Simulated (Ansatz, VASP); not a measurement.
## One calculation of BaS, two programs

```xyz
2
Lattice="0.0000 3.1506 3.1506 3.1506 0.0000 3.1506 3.1506 3.1506 0.0000" Properties=species:S:1:pos:R:3 pbc="T T T"
Ba    0.0000    0.0000    0.0000
S     3.1506    3.1506    3.1506
```

Change from the starting cell: volume scaled by 0.96.

Alike in both runs: task single point; functional PBE; k mesh 8 × 8 × 8; occupations fermi-dirac, width 0.02 eV; no spin polarisation.

|  | VASP | Ansatz |
| --- | --- | --- |
| version | VASP 6.6.1 | Ansatz 0.2.0 |
| potentials or method | VASP PAW PBE potentials, release 64 (Ba_sv, S), cutoff 520 eV | all-electron LAPW, scalar-relativistic |

```csv
,VASP,Ansatz,Ansatz less VASP
gap on the k mesh at the Fermi level (eV),2.03,2.14,+0.109
pressure (GPa),3.6,2.9,-0.69
```

Ansatz ran all-electron here, and VASP with PAW potentials.

Spin-orbit coupling is off throughout.
